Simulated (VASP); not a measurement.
# CdSe (P6_3mc) in VASP: single point with PBE

Aim: the single point of CdSe with PBE.

Everything below comes from runs of VASP 6.6.1. Logs are shortened: lines on timing, memory, paths and dates and some standing lists are left out, and cuts for length are marked.

### 1 The cell of the first run

Symmetry: P6_3mc, No. 186, hexagonal system. Conventional cell: a = 4.339 Å, b = 4.339 Å, c = 14.159 Å, α = 90.00°, β = 90.00°, γ = 120.00°. Cd (site symmetry 3m) has 4 Se at 2.65 to 2.66 Å within 3.5 Å. Within 3.5 Å of Cd (site symmetry 3m) lie 4 Se at 2.66 Å. Se (site symmetry 3m) has 4 Cd at 2.66 Å within 3.5 Å. Within 3.5 Å of Se (site symmetry 3m) lie 4 Cd at 2.65 to 2.66 Å.

### 2 Single point, PBE

File INCAR:

```
SYSTEM = CdSe
PREC     = Accurate       ! precision mode
ENCUT    = 520            ! plane-wave cutoff, eV
EDIFF    = 1E-7           ! SCF threshold, eV
ISMEAR   = -1             ! smearing method
SIGMA    = 0.02           ! smearing width, eV
LREAL    = .FALSE.        ! projectors in reciprocal space
LASPH    = .TRUE.         ! aspherical terms in the spheres
NELM     = 100            ! most SCF steps
ALGO     = Normal         ! electronic algorithm
ISIF     = 2              ! what is computed and relaxed
LWAVE    = .FALSE.        ! write WAVECAR
LCHARG   = .FALSE.        ! write CHGCAR
GGA      = PE             ! functional
NBANDS   = 46             ! bands
```

File KPOINTS:

```
regular mesh
0
G
  12 12 2
  0 0 0
```

File POSCAR:

```
CdSe
1.0
    4.3392846051      0.0000000000      0.0000000000
   -2.1696423025      3.7579307022      0.0000000000
    0.0000000000      0.0000000000     14.1586989053
Cd Se
4 4
Direct
    0.0000000000      0.0000000000     -0.0002015634
    0.3333333333      0.6666666667      0.2499621344
    0.0000000000      0.0000000000      0.4997984366
    0.6666666667      0.3333333333      0.7499621344
    0.0000000000      0.0000000000      0.1874999881
    0.3333333333      0.6666666667      0.4377394408
    0.0000000000      0.0000000000      0.6874999881
    0.6666666667      0.3333333333      0.9377394408
```

Potentials or basis: VASP PAW PBE potentials, release 64 (Cd, Se).

On the command line:

```bash
$ cat potpaw_PBE.64/Cd/POTCAR potpaw_PBE.64/Se/POTCAR > POTCAR
$ mpirun -np 1 vasp_std > vasp.out
```

OUTCAR:

```text
SYSTEM = CdSe
   PREC = Accurate
   ENCUT = 520
   EDIFF = 1E-7
   ISMEAR = -1
   LREAL = .FALSE.
   LASPH = .TRUE.
   NELM = 100
   ISIF = 2
   GGA = PE

 ion  position               nearest neighbor table
   1  0.000  0.000  1.000-   8 2.65   8 2.65   8 2.65   5 2.66
   2  0.333  0.667  0.250-   5 2.66   5 2.66   5 2.66   6 2.66
   3  0.000  0.000  0.500-   6 2.65   6 2.65   6 2.65   7 2.66
   4  0.667  0.333  0.750-   7 2.66   7 2.66   7 2.66   8 2.66
   5  0.000  0.000  0.187-   2 2.66   2 2.66   2 2.66   1 2.66
   6  0.333  0.667  0.438-   3 2.65   3 2.65   3 2.65   2 2.66
   7  0.000  0.000  0.687-   4 2.66   4 2.66   4 2.66   3 2.66
   8  0.667  0.333  0.938-   1 2.65   1 2.65   1 2.65   4 2.66

  LATTYP: Found a hexagonal cell.
 ALAT       =     4.3392846051
 C/A-ratio  =     3.2629108698

  Lattice vectors:

 A1 = (   4.3392846051,   0.0000000000,   0.0000000000)
 A2 = (  -2.1696423025,   3.7579307022,   0.0000000000)
 A3 = (   0.0000000000,   0.0000000000,  14.1586989053)

Analysis of symmetry for initial positions (statically):
=====================================================================
 Subroutine PRICEL returns:
 Original cell was already a primitive cell.

 Routine SETGRP: Setting up the symmetry group for a
 hexagonal supercell.

 Subroutine GETGRP returns: Found 12 space group operations
 (whereof  6 operations were pure point group operations)
 out of a pool of 24 trial point group operations.

The static configuration has the point symmetry C_3v.
 The point group associated with its full space group is C_6v.

Analysis of symmetry for dynamics (positions and initial velocities):
=====================================================================
 Subroutine PRICEL returns:
 Original cell was already a primitive cell.

 Routine SETGRP: Setting up the symmetry group for a
 hexagonal supercell.

 Subroutine GETGRP returns: Found 12 space group operations
 (whereof  6 operations were pure point group operations)
 out of a pool of 24 trial point group operations.

The dynamic configuration has the point symmetry C_3v.
 The point group associated with its full space group is C_6v.

 Subroutine INISYM returns: Found 12 space group operations
 (whereof  6 operations are pure point group operations),
 and found     1 'primitive' translations

----------------------------------------------------------------------------------------

                                     Primitive cell

  volume of cell :     230.8821

  direct lattice vectors                    reciprocal lattice vectors
     4.339284605  0.000000000  0.000000000     0.230452734  0.133051948  0.000000000
    -2.169642302  3.757930702  0.000000000     0.000000000  0.266103896  0.000000000
     0.000000000  0.000000000 14.158698905     0.000000000  0.000000000  0.070627959

  length of vectors
     4.339284605  4.339284605 14.158698905     0.266103896  0.266103896  0.070627959

  position of ions in fractional coordinates (direct lattice)
     0.000000000  0.000000000  0.999798437
     0.333333333  0.666666667  0.249962134
     0.000000000  0.000000000  0.499798437
     0.666666667  0.333333333  0.749962134
     0.000000000  0.000000000  0.187499988
     0.333333333  0.666666667  0.437739441
     0.000000000  0.000000000  0.687499988
     0.666666667  0.333333333  0.937739441

  ion indices of the primitive-cell ions
   primitive index   ion index
                 1           1
                 2           2
                 3           3
                 4           4
                 5           5
                 6           6
                 7           7
                 8           8

----------------------------------------------------------------------------------------

 KPOINTS: regular mesh

Automatic generation of k-mesh.
 Grid dimensions read from file:
 generate k-points for:   12   12    2

 Generating k-lattice:

  Cartesian coordinates                     Fractional coordinates (reciprocal lattice)
     0.019204394  0.011087662  0.000000000     0.083333333 -0.000000000  0.000000000
     0.000000000  0.022175325  0.000000000     0.000000000  0.083333333  0.000000000
     0.000000000  0.000000000  0.035313979     0.000000000  0.000000000  0.500000000

  Length of vectors
     0.022175325  0.022175325  0.035313979

  Shift w.r.t. Gamma in fractional coordinates (k-lattice)
     0.000000000  0.000000000  0.000000000

 Subroutine IBZKPT returns following result:
 ===========================================

 Found     38 irreducible k-points:

 Following reciprocal coordinates:
            Coordinates               Weight
  0.000000  0.000000  0.000000      1.000000
  0.083333  0.000000  0.000000      6.000000
  0.166667  0.000000  0.000000      6.000000
  0.250000  0.000000  0.000000      6.000000
  0.333333  0.000000  0.000000      6.000000
  0.416667  0.000000  0.000000      6.000000
[... 16 lines left out ...]
  0.250000  0.000000  0.500000      6.000000
  0.333333  0.000000  0.500000      6.000000
 [... further k-points ...]
   k-points           NKPTS =     38   k-points in BZ     NKDIM =     38   number of bands    NBANDS=     46
   number of dos      NEDOS =    301   number of ions     NIONS =      8
   total plane-waves  NPLWV = 110592
   dimension x,y,z NGX =    32 NGY =   32 NGZ =  108
   dimension x,y,z NGXF=    64 NGYF=   64 NGZF=  216
   ions per type =               4   4
   NGX,Y,Z   is equivalent  to a cutoff of  12.26, 12.26, 12.68 a.u.
   NGXF,Y,Z  is equivalent  to a cutoff of  24.52, 24.52, 25.36 a.u.
 SYSTEM =  CdSe
   PREC   = accura    normal or accurate (medium, high low for compatibility)
   ISTART =      0    job   : 0-new  1-cont  2-samecut
   ICHARG =      2    charge: 1-file 2-atom 10-const
   ISPIN  =      1    spin polarized calculation?
   LNONCOLLINEAR =      F non collinear calculations
   LSORBIT =      F    spin-orbit coupling
   LASPH  =      T    aspherical Exc in radial PAW
   ENCUT  =  520.0 eV  38.22 Ry    6.18 a.u.   8.07  8.07 26.33*2*pi/ulx,y,z
   NELM   =    100;   NELMIN=  2; NELMDL= -5     # of ELM steps
   EDIFF  = 0.1E-06   stopping-criterion for ELM
   LREAL  =      F    real-space projection
   EDIFFG = 0.1E-05   stopping-criterion for IOM
   NSW    =      0    number of steps for IOM
   IBRION =     -1    ionic relax: 0-MD 1-quasi-New 2-CG
   NFREE  =      0    steps in history (QN), initial steepest desc. (CG)
   ISIF   =      2    stress and relaxation
   ISYM   =      2    0-nonsym 1-usesym 2-fastsym
   POTIM  = 0.5000    time-step for ionic-motion
   TEBEG  =    0.0;   TEEND  =   0.0 temperature during run
   PSTRESS=    0.0 pullay stress
   NELECT =      72.0000    total number of electrons
   NUPDOWN=      -1.0000    fix difference up-down
   EMIN   =  10.00;   EMAX   =-10.00  energy-range for DOS
   EFERMI =   0.00;   METHOD = LEGACY
   ISMEAR =    -1;   SIGMA  =   0.02  broadening in eV -4-tet -1-fermi 0-gaus
   EFERMI_NEDOS =   21; number of points for ismear=-14 and -15
   IALGO  =     38    algorithm
   IMIX   =      4    mixing-type and parameters
     AMIX     =   0.40;   BMIX     =  1.00
     AMIX_MAG =   1.60;   BMIX_MAG =  1.00
  volume/ion in A,a.u.               =      28.86       194.76
  Fermi-wavevector in a.u.,A,eV,Ry     =   1.110169  2.097914 16.768829  1.232474
  Thomas-Fermi vector in A             =   2.246717
   LORBIT       =      0    0 simple, 1 ext, 2 COOP (PROOUT), +10 PAW based schemes
   GGA     = PE    functional components
   LHFCALC =     F    Hartree Fock is set to
   AEXX    =    0.0000 exact exchange contribution
   IVDW    =     0    specifies the selected vdW correction
   LEPSILON=     F    determine dielectric tensor
   LRPA    =     F    only Hartree local field effects (RPA)
 non-spin polarized calculation
  energy-cutoff  :      520.00
  volume of cell :      230.88
 maximum number of plane-waves:      6240
   NGX = 17   NGY = 17   NGZ = 53

 number of electron      72.0000021 magnetization

 Free energy of the ion-electron system (eV)
  ---------------------------------------------------
  ext. energy  EPLUGINS =         0.00000000
  ---------------------------------------------------
  free energy    TOTEN  =       -21.95186413 eV

  energy without entropy =      -21.95186413  energy(sigma->0) =      -21.95186413

 E-fermi :   1.0443     XC(G=0):  -8.7663

 val. band max:        0.7416415251   @ k =   0.0000   0.0000   0.0000
 cond. band min:       1.3241598822   @ k =   0.0000   0.0000   0.0000
 fundamental gap:      0.5825183572
 Fermi energy:         1.0443279239

 k-point     1 :       0.0000    0.0000    0.0000
  band No.  band energies     occupation
      1     -11.7135      2.00000
      2     -11.5381      2.00000
      3     -11.5363      2.00000
      4     -11.3606      2.00000
      5      -7.1049      2.00000
      6      -7.1024      2.00000
[... 38 lines left out ...]
     45       6.7673      0.00000
     46       6.9145      0.00000

 k-point     2 :       0.0833    0.0000    0.0000
  band No.  band energies     occupation
      1     -11.6929      2.00000
      2     -11.5227      2.00000
      3     -11.5209      2.00000
      4     -11.3510      2.00000
      5      -7.0986      2.00000
      6      -7.0950      2.00000
[... 38 lines left out ...]
     45       6.8223      0.00000
     46       6.9944      0.00000

 k-point     3 :       0.1667    0.0000    0.0000
  band No.  band energies     occupation
      1     -11.6357      2.00000
      2     -11.4805      2.00000
      3     -11.4787      2.00000
      4     -11.3257      2.00000
      5      -7.0812      2.00000
      6      -7.0755      2.00000
[... 38 lines left out ...]
     45       6.9582      0.00000
     46       6.9638      0.00000

 k-point     4 :       0.2500    0.0000    0.0000
  band No.  band energies     occupation
      1     -11.5540      2.00000
      2     -11.4225      2.00000
      3     -11.4209      2.00000
      4     -11.2937      2.00000
      5      -7.0590      2.00000
      6      -7.0517      2.00000
[... 920 lines left out ...]
     45       7.1500      0.00000
     46       7.1536      0.00000

 k-point    23 :       0.2500    0.0000    0.5000
  band No.  band energies     occupation
      1     -11.5149      2.00000
      2     -11.5149      2.00000
      3     -11.3306      2.00000
      4     -11.3306      2.00000
      5      -7.0406      2.00000
      6      -7.0406      2.00000
[... 38 lines left out ...]
     45       7.3389      0.00000
     46       7.3390      0.00000

 k-point    24 :       0.3333    0.0000    0.5000
  band No.  band energies     occupation
      1     -11.4356      2.00000
      2     -11.4356      2.00000
      3     -11.2943      2.00000
      4     -11.2943      2.00000
      5      -7.0260      2.00000
      6      -7.0260      2.00000
[... 38 lines left out ...]
     45       7.5599      0.00000
     46       7.5735      0.00000

 [... further k-points ...]
[... 5 lines left out ...]
  --------------------------------------------------------------------------------------
  -------------------------------------------------------------------------------------
  Total        2.4721957      2.4721957      2.5436128      0.0000000      0.0000000      0.0000000
  in kB       17.1554923     17.1554923     17.6510818      0.0000000      0.0000000      0.0000000
  external PRESSURE =      17.3206888 kB  Pullay stress =       0.0000000 kB

 VOLUME and BASIS-vectors are now :
 -----------------------------------------------------------------------------
  energy-cutoff  :      520.00
  volume of cell :      230.88
      direct lattice vectors                 reciprocal lattice vectors
     4.339284605  0.000000000  0.000000000     0.230452734  0.133051948  0.000000000
    -2.169642302  3.757930702  0.000000000     0.000000000  0.266103896  0.000000000
     0.000000000  0.000000000 14.158698905     0.000000000  0.000000000  0.070627959

 POSITION                                       TOTAL-FORCE (eV/Angst)
 -----------------------------------------------------------------------------------
      0.00000      0.00000     14.15585         0.000000     -0.000000      0.003640
     -0.00000      2.50529      3.53914         0.000000     -0.000000     -0.003300
      0.00000      0.00000      7.07650        -0.000000      0.000000      0.003640
      2.16964      1.25264     10.61849         0.000000      0.000000     -0.003300
      0.00000      0.00000      2.65476         0.000000      0.000000     -0.003156
     -0.00000      2.50529      6.19782         0.000000      0.000000      0.002815
      0.00000      0.00000      9.73411        -0.000000      0.000000     -0.003156
      2.16964      1.25264     13.27717         0.000000     -0.000000      0.002815
 -----------------------------------------------------------------------------------
    total drift:                               -0.000000     -0.000001      0.000170

  FREE ENERGIE OF THE ION-ELECTRON SYSTEM (eV)
  ---------------------------------------------------
  free  energy   TOTEN  =       -21.9518641292 eV

  energy  without entropy=      -21.9518641255  energy(sigma->0) =      -21.95186413
```

It took 5.6 min on 1 thread of Intel Xeon Platinum 8259CL at 2.50GHz (Skylake/Cascade Lake), shared host; peak memory 0.52 GiB.

What came out:

```yaml
Free_energy: -21.9519 eV
Pressure: 1.7 GPa
Largest_force: 0.004 eV/Å
Band_gap_on_the_k_mesh: 0.58 eV, direct
```

Forces in eV/Å, atoms in the order of the input:
```
Cd   0.000  0.000  0.004
Cd   0.000  0.000 -0.003
Cd   0.000  0.000  0.004
Cd   0.000  0.000 -0.003
Se   0.000  0.000 -0.003
Se   0.000  0.000  0.003
Se   0.000  0.000 -0.003
Se   0.000  0.000  0.003
```
